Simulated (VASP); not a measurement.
Input of a VASP 6.6.1 run:

File INCAR:

```
SYSTEM = CdF2
PREC = Accurate
ENCUT = 700
EDIFF = 1E-6
ISMEAR = 0
SIGMA = 0.02
LREAL = .False.
LASPH = .True.
NELM = 120
ALGO = Normal
ISIF = 2
LWAVE = .False.
LCHARG = .True.
GGA = PS
LELF = .True.
LVHAR = .True.
NBANDS = 24
GGA_COMPAT = .False.
```

File KPOINTS:

```
Automatic mesh
0
Gamma
  8 8 8
  0 0 0
```

POSCAR

```
CdF2
1.0
    0.0802273200      2.7927351000      2.8041576600
    2.7927351000      0.0802273200      2.8041576600
    2.7652024200      2.7652024200      0.1077600000
Cd F
1 2
Direct
    0.0080095698      0.0080095698      0.0232851958
    0.2367085635      0.2367085635      0.2421523355
    0.7552818667      0.7552818667      0.7345624687
```

Potentials or basis: VASP PAW PBE potentials, release 64 (Cd_sv_GW, F).

Command:

```console
$ cat potpaw_PBE.64/Cd_sv_GW/POTCAR potpaw_PBE.64/F/POTCAR > POTCAR
$ mpirun -np 1 vasp_std > vasp.out
```

What does it give for the largest force?

0.832 eV/Å.

What does it give for the pressure?

-3.6 GPa.

Predict the band gap on the k mesh.

2.78 eV (least direct gap 3.24 eV).

Forces in eV/Å, atoms in the order of the input:
```
Cd  -0.582 -0.582 -0.126
F    0.423  0.423  0.504
F    0.159  0.159 -0.378
```

Caveat: the cell differs from its parent crystal (strained and its atoms moved); the cell stands under tension; the PAW data sets were made with another functional, which shifts forces and pressure a little. A k mesh can miss the band edges.
